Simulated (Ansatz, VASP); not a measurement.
**TiW: VASP beside Ansatz**

```
Ti W
1.0
     1.57219   -2.22416    0.00000
     1.57219    2.22416    0.00000
     0.00000    0.00000    4.40773
Ti W
1 1
Direct
  0.00000 0.00000 0.00000
  0.50000 0.50000 0.50000
```

Alike in both runs: task single point; functional LDA; k mesh 11 × 11 × 7; occupations fermi-dirac, width 0.1 eV; no spin polarisation.

|  | VASP | Ansatz |
| --- | --- | --- |
| version | VASP 6.6.1 | Ansatz 0.2.0 |
| potentials or method | VASP PAW LDA potentials, release 64 (Ti_sv, W_sv), cutoff 520 eV | plane waves, PAW |
| valence electrons in the cell | 26 | 26 |

Ansatz gave:

```
pressure (GPa)                                                : -2.3
traceless stress, the component that is largest in VASP (GPa) : 0.99
```

Problem. Which values does VASP return?

Solution. Pressure (GPa): -1.6; traceless stress, the component that is largest in VASP (GPa): 1.10.

LDA's correlation is that of Perdew and Zunger in VASP and of Perdew and Wang (1992) in Ansatz.

Spin-orbit coupling is off throughout.
